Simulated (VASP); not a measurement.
# Ti (Fd-3m) in VASP: notebook, part 2 of 2

VASP 6.6.1. The steps go on from the part before.

## Step 3: Single point, BLYP (volume scaled by 0.96)

File INCAR:

```
AGGAC = 1.0
AGGAX = 1.0
ALDAC = 0.0
ALDAX = 1.0
ALGO = Normal
EDIFF = 1E-6
ENCUT = 520
GGA = B5
ISIF = 2
ISMEAR = -1
LASPH = True
LCHARG = False
LREAL = False
LWAVE = False
NBANDS = 19
NELM = 80
PREC = Accurate
SIGMA = 0.1
```

File KPOINTS:

```
k-points
0
Gamma
  11 11 11
```

File POSCAR:

```
Ti
1.0
    0.0000000000      2.8734671305      2.8734671305
    2.8734671305      0.0000000000      2.8734671305
    2.8734671305      2.8734671305      0.0000000000
Ti
2
Direct
    0.1250000000      0.1250000000      0.1250000000
    0.8750000000      0.8750000000      0.8750000000
```

Potentials or basis: VASP PAW PBE potentials, release 64 (Ti_sv).

Run with:

```console
> cat potpaw_PBE.64/Ti_sv/POTCAR > POTCAR
> mpirun -np 1 vasp_std > vasp.out
```

OUTCAR:

```text
EDIFF = 1E-6
   ENCUT = 520
   GGA = B5
   ISIF = 2
   ISMEAR = -1
   LASPH = True
   LREAL = False
   NELM = 80
   PREC = Accurate

 ion  position               nearest neighbor table
   1  0.125  0.125  0.125-   2 2.49   2 2.49   2 2.49   2 2.49
   2  0.875  0.875  0.875-   1 2.49   1 2.49   1 2.49   1 2.49

  LATTYP: Found a face centered cubic cell.
 ALAT       =     5.7469342610

  Lattice vectors:

 A1 = (   0.0000000000,   2.8734671305,   2.8734671305)
 A2 = (   2.8734671305,   0.0000000000,   2.8734671305)
 A3 = (   2.8734671305,   2.8734671305,   0.0000000000)

Analysis of symmetry for initial positions (statically):
=====================================================================
 Subroutine PRICEL returns:
 Original cell was already a primitive cell.

 Routine SETGRP: Setting up the symmetry group for a
 face centered cubic supercell.

 Subroutine GETGRP returns: Found 48 space group operations
 (whereof 12 operations were pure point group operations)
 out of a pool of 48 trial point group operations.

The static configuration has the point symmetry D_3d.
 The point group associated with its full space group is O_h .

Analysis of symmetry for dynamics (positions and initial velocities):
=====================================================================
 Subroutine PRICEL returns:
 Original cell was already a primitive cell.

 Routine SETGRP: Setting up the symmetry group for a
 face centered cubic supercell.

 Subroutine GETGRP returns: Found 48 space group operations
 (whereof 12 operations were pure point group operations)
 out of a pool of 48 trial point group operations.

The dynamic configuration has the point symmetry D_3d.
 The point group associated with its full space group is O_h .

 Subroutine INISYM returns: Found 48 space group operations
 (whereof 12 operations are pure point group operations),
 and found     1 'primitive' translations

----------------------------------------------------------------------------------------

                                     Primitive cell

  volume of cell :      47.4514

  direct lattice vectors                    reciprocal lattice vectors
     0.000000000  2.873467130  2.873467130    -0.174005819  0.174005819  0.174005819
     2.873467130  0.000000000  2.873467130     0.174005819 -0.174005819  0.174005819
     2.873467130  2.873467130  0.000000000     0.174005819  0.174005819 -0.174005819

  length of vectors
     4.063696187  4.063696187  4.063696187     0.301386918  0.301386918  0.301386918

  position of ions in fractional coordinates (direct lattice)
     0.125000000  0.125000000  0.125000000
     0.875000000  0.875000000  0.875000000

  ion indices of the primitive-cell ions
   primitive index   ion index
                 1           1
                 2           2

----------------------------------------------------------------------------------------

 KPOINTS: k-points

Automatic generation of k-mesh.
 Grid dimensions read from file:
 generate k-points for:   11   11   11

 Generating k-lattice:

  Cartesian coordinates                     Fractional coordinates (reciprocal lattice)
    -0.015818711  0.015818711  0.015818711     0.090909091  0.000000000  0.000000000
     0.015818711 -0.015818711  0.015818711     0.000000000  0.090909091  0.000000000
     0.015818711  0.015818711 -0.015818711     0.000000000  0.000000000  0.090909091

  Length of vectors
     0.027398811  0.027398811  0.027398811

  Shift w.r.t. Gamma in fractional coordinates (k-lattice)
     0.000000000  0.000000000  0.000000000

 Subroutine IBZKPT returns following result:
 ===========================================

 Found     56 irreducible k-points:

 Following reciprocal coordinates:
            Coordinates               Weight
  0.000000  0.000000  0.000000      1.000000
  0.090909  0.000000  0.000000      8.000000
  0.181818  0.000000  0.000000      8.000000
  0.272727  0.000000  0.000000      8.000000
  0.363636  0.000000  0.000000      8.000000
  0.454545  0.000000  0.000000      8.000000
[... 16 lines left out ...]
 -0.272727  0.181818  0.000000     24.000000
 -0.181818  0.181818  0.000000     12.000000
 [... further k-points ...]
   k-points           NKPTS =     56   k-points in BZ     NKDIM =     56   number of bands    NBANDS=     19
   number of dos      NEDOS =    301   number of ions     NIONS =      2
   total plane-waves  NPLWV =  27000
   dimension x,y,z NGX =    30 NGY =   30 NGZ =   30
   dimension x,y,z NGXF=    60 NGYF=   60 NGZF=   60
   ions per type =               2
   NGX,Y,Z   is equivalent  to a cutoff of  12.27, 12.27, 12.27 a.u.
   NGXF,Y,Z  is equivalent  to a cutoff of  24.55, 24.55, 24.55 a.u.
 SYSTEM =  unknown system
   PREC   = accura    normal or accurate (medium, high low for compatibility)
   ISTART =      0    job   : 0-new  1-cont  2-samecut
   ICHARG =      2    charge: 1-file 2-atom 10-const
   ISPIN  =      1    spin polarized calculation?
   LNONCOLLINEAR =      F non collinear calculations
   LSORBIT =      F    spin-orbit coupling
   LASPH  =      T    aspherical Exc in radial PAW
   ENCUT  =  520.0 eV  38.22 Ry    6.18 a.u.   7.56  7.56  7.56*2*pi/ulx,y,z
   NELM   =     80;   NELMIN=  2; NELMDL= -5     # of ELM steps
   EDIFF  = 0.1E-05   stopping-criterion for ELM
   LREAL  =      F    real-space projection
   EDIFFG = 0.1E-04   stopping-criterion for IOM
   NSW    =      0    number of steps for IOM
   IBRION =     -1    ionic relax: 0-MD 1-quasi-New 2-CG
   NFREE  =      0    steps in history (QN), initial steepest desc. (CG)
   ISIF   =      2    stress and relaxation
   ISYM   =      2    0-nonsym 1-usesym 2-fastsym
   POTIM  = 0.5000    time-step for ionic-motion
   TEBEG  =    0.0;   TEEND  =   0.0 temperature during run
   PSTRESS=    0.0 pullay stress
   NELECT =      24.0000    total number of electrons
   NUPDOWN=      -1.0000    fix difference up-down
   EMIN   =  10.00;   EMAX   =-10.00  energy-range for DOS
   EFERMI =   0.00;   METHOD = LEGACY
   ISMEAR =    -1;   SIGMA  =   0.10  broadening in eV -4-tet -1-fermi 0-gaus
   EFERMI_NEDOS =   21; number of points for ismear=-14 and -15
   IALGO  =     38    algorithm
   IMIX   =      4    mixing-type and parameters
     AMIX     =   0.40;   BMIX     =  1.00
     AMIX_MAG =   1.60;   BMIX_MAG =  1.00
  volume/ion in A,a.u.               =      23.73       160.11
  Fermi-wavevector in a.u.,A,eV,Ry     =   1.304355  2.464873 23.148149  1.701341
  Thomas-Fermi vector in A             =   2.435296
   LORBIT       =      0    0 simple, 1 ext, 2 COOP (PROOUT), +10 PAW based schemes
   GGA     = B5    functional components
   LHFCALC =     F    Hartree Fock is set to
   AEXX    =    0.0000 exact exchange contribution
   IVDW    =     0    specifies the selected vdW correction
   LEPSILON=     F    determine dielectric tensor
   LRPA    =     F    only Hartree local field effects (RPA)
 non-spin polarized calculation
  energy-cutoff  :      520.00
  volume of cell :       47.45
 maximum number of plane-waves:      1303
   NGX = 15   NGY = 15   NGZ = 15

 number of electron      24.0000004 magnetization

 Free energy of the ion-electron system (eV)
  ---------------------------------------------------
  ext. energy  EPLUGINS =         0.00000000
  ---------------------------------------------------
  free energy    TOTEN  =        -9.62532266 eV

  energy without entropy =       -9.40528622  energy(sigma->0) =       -9.51530444

 E-fermi :   5.5097     XC(G=0):  -9.2030

 val. band max:        5.5093196261   @ k =  -0.2727   0.4545   0.1818
 cond. band min:       5.5154869338   @ k =   0.3636   0.2727   0.0000
 fundamental gap:      0.0061673077
 Fermi energy:         5.5096884944

 k-point     1 :       0.0000    0.0000    0.0000
  band No.  band energies     occupation
      1     -50.9339      2.00000
      2     -50.4826      2.00000
      3     -27.5347      2.00000
      4     -27.5347      2.00000
      5     -27.5347      2.00000
      6     -26.8653      2.00000
[... 11 lines left out ...]
     18       9.2221      0.00000
     19       9.2221      0.00000
[... 485 lines left out ...]
 k-point    24 :      -0.1818    0.1818    0.0000
  band No.  band energies     occupation
      1     -50.8690      2.00000
      2     -50.5497      2.00000
      3     -27.6360      2.00000
      4     -27.5823      2.00000
      5     -27.4897      2.00000
      6     -26.9158      2.00000
[... 11 lines left out ...]
     18       8.7043      0.00000
     19       9.3561      0.00000

 [... further k-points ...]

------------------------ aborting loop because EDIFF is reached ----------------------------------------

  FORCE on cell =-STRESS in cart. coord.  units (eV):
  Direction    XX          YY          ZZ          XY          YZ          ZX
  --------------------------------------------------------------------------------------
  -------------------------------------------------------------------------------------
  Total        0.3518528      0.3518528      0.3518528      0.0000000      0.0000000     -0.0000000
  in kB       11.8801776     11.8801776     11.8801776      0.0000000      0.0000000     -0.0000000
  external PRESSURE =      11.8801776 kB  Pullay stress =       0.0000000 kB

 VOLUME and BASIS-vectors are now :
 -----------------------------------------------------------------------------
  energy-cutoff  :      520.00
  volume of cell :       47.45
      direct lattice vectors                 reciprocal lattice vectors
     0.000000000  2.873467130  2.873467130    -0.174005819  0.174005819  0.174005819
     2.873467130  0.000000000  2.873467130     0.174005819 -0.174005819  0.174005819
     2.873467130  2.873467130  0.000000000     0.174005819  0.174005819 -0.174005819

 POSITION                                       TOTAL-FORCE (eV/Angst)
 -----------------------------------------------------------------------------------
      0.71837      0.71837      0.71837        -0.000000     -0.000000     -0.000000
      5.02857      5.02857      5.02857         0.000000      0.000000      0.000000
 -----------------------------------------------------------------------------------
    total drift:                               -0.000000      0.000000      0.000000

  FREE ENERGIE OF THE ION-ELECTRON SYSTEM (eV)
  ---------------------------------------------------
  free  energy   TOTEN  =        -9.6253226561 eV

  energy  without entropy=       -9.4052862153  energy(sigma->0) =       -9.51530444
```

OSZICAR:

```text
N       E                     dE             d eps       ncg     rms          rms(c)
DAV:   1     0.276385190187E+03    0.27639E+03   -0.13014E+04  2128   0.146E+03
DAV:   2     0.191840330176E+02   -0.25720E+03   -0.25339E+03  2185   0.435E+02
DAV:   3    -0.824622794180E+01   -0.27430E+02   -0.26492E+02  4096   0.118E+02
DAV:   4    -0.101030601934E+02   -0.18568E+01   -0.18420E+01  2560   0.301E+01
DAV:   5    -0.102115747743E+02   -0.10851E+00   -0.10843E+00  3140   0.543E+00    0.807E+00
DAV:   6    -0.956096908458E+01    0.65061E+00   -0.50024E+00  2777   0.169E+01    0.271E+00
DAV:   7    -0.959298987831E+01   -0.32021E-01   -0.17616E-01  2782   0.342E+00    0.209E+00
DAV:   8    -0.962443552711E+01   -0.31446E-01   -0.13998E-01  2330   0.331E+00    0.843E-01
DAV:   9    -0.962505368399E+01   -0.61816E-03   -0.21622E-02  2338   0.128E+00    0.135E-01
DAV:  10    -0.962530995291E+01   -0.25627E-03   -0.20821E-03  2987   0.351E-01    0.731E-02
DAV:  11    -0.962531994821E+01   -0.99953E-05   -0.32025E-04  2989   0.135E-01    0.209E-02
DAV:  12    -0.962532290864E+01   -0.29604E-05   -0.16319E-05  2432   0.262E-02    0.836E-03
DAV:  13    -0.962532265607E+01    0.25257E-06   -0.10563E-06  1649   0.890E-03
   1 F= -.96253227E+01 E0= -.95153044E+01  d E =-.220036E+00
```

stdout:

```text
POSCAR found type information on POSCAR Ti
 POSCAR found :  1 types and       2 ions
 scaLAPACK will be used
 -----------------------------------------------------------------------------
|                                                                             |
|                                                                             |
|     You enforced a specific xc type in the INCAR file but a different       |
|     I HOPE YOU KNOW WHAT YOU ARE DOING!                                     |
|                                                                             |
 -----------------------------------------------------------------------------

 LDA part: xc-table for (Slater(with rela. corr.)+VWN5), standard interpolation
 POSCAR, INCAR and KPOINTS ok, starting setup
 FFT: planning ... GRIDC
 FFT: planning ... GRID_SOFT
 FFT: planning ... GRID
 WAVECAR not read
 entering main loop
```

It took 59 s on 1 thread of Intel Xeon Platinum 8259CL at 2.50GHz (Skylake/Cascade Lake), shared host; peak memory 0.19 GiB.

What came out:

* Free energy: -9.6253 eV
* Pressure: 1.2 GPa
* Band gap on the k mesh: zero (band 12 reaches 5.55 eV, above the bottom of band 13 at 5.39 eV)

Levels at points of the mesh, in eV from the Fermi level:
```csv
k point,band 9,band 10,band 11,band 12,band 13,band 14,band 15,band 16
"(0.00, 0.00, 0.00)",-4.55,-0.56,-0.56,-0.12,-0.12,-0.12,1.62,1.62
```

Caveat: the cell differs from its parent crystal (volume scaled by 0.96); the PAW data sets were made with another functional, which shifts forces and pressure a little.

## Step 4: Single point, BLYP

This run uses another cell than the first one, of 24.71 Å³/atom, 1.087 times its volume.

File INCAR:

```
SYSTEM = Ti
PREC     = Accurate       ! precision mode
ENCUT    = 520            ! plane-wave cutoff, eV
EDIFF    = 1E-7           ! SCF threshold, eV
ISMEAR   = -1             ! smearing method
SIGMA    = 0.1            ! smearing width, eV
LREAL    = .False.        ! projectors in reciprocal space
LASPH    = .True.         ! aspherical terms in the spheres
NELM     = 80             ! most SCF steps
ALGO     = Normal         ! electronic algorithm
ISIF     = 2              ! what is computed and relaxed
LWAVE    = .False.        ! write WAVECAR
LCHARG   = .False.        ! write CHGCAR
GGA      = B5             ! functional
ALDAX    = 1.0          
AGGAX    = 1.0          
AGGAC    = 1.0          
ALDAC    = 0.0          
NBANDS   = 19             ! bands
```

File KPOINTS:

```
regular mesh
0
Gamma
  11 11 11
  0 0 0
```

File POSCAR:

```
Ti
1.0
    0.0000000000      2.9128345859      2.9128345859
    2.9128345859      0.0000000000      2.9128345859
    2.9128345859      2.9128345859      0.0000000000
Ti
2
Direct
    0.1250000000      0.1250000000      0.1250000000
    0.8750000000      0.8750000000      0.8750000000
```

Run with:

```console
> cat potpaw_PBE.64/Ti_sv/POTCAR > POTCAR
> mpirun -np 1 vasp_std > vasp.out
```

Wall time 62 s (1 thread of Intel Xeon Platinum 8259CL at 2.50GHz (Skylake/Cascade Lake), shared host); peak memory 0.19 GiB.

It converged, with:

```
Free energy            : -9.6332 eV
Pressure               : 0.0 GPa
Band gap on the k mesh : zero (band 12 reaches 5.23 eV, above the bottom of band 13 at 5.07 eV)
```

Levels at points of the mesh, in eV from the Fermi level:
| k point | band 8 | band 9 | band 10 | band 11 | band 12 | band 13 | band 14 | band 15 | band 16 | band 17 |
| --- | --- | --- | --- | --- | --- | --- | --- | --- | --- | --- |
| (0.00, 0.00, 0.00) | -32.44 | -4.47 | -0.50 | -0.50 | -0.12 | -0.12 | -0.12 | 1.56 | 1.56 | 1.56 |

Caveat: the PAW data sets were made with another functional, which shifts forces and pressure a little.

## Step 5: Overview

```csv
cell,gap on the mesh (eV),pressure (GPa)
"a = 4.006 Å, angles 60.0°, 2 atoms",none,2.7
"a = 4.064 Å, angles 60.0°, 2 atoms",none,1.2
"a = 4.119 Å, angles 60.0°, 2 atoms",none,0.0
```

Alike in all rows: task single point; level BLYP; potentials or basis VASP PAW PBE potentials, release 64 (Ti_sv); no spin polarisation; k mesh 11 × 11 × 11; cutoff (eV) 520; smearing fermi-dirac 0.1 eV.

Caveats: the PAW data sets were made with another functional, which shifts forces and pressure a little.

Absolute energies hang on the potentials; compare differences alone.
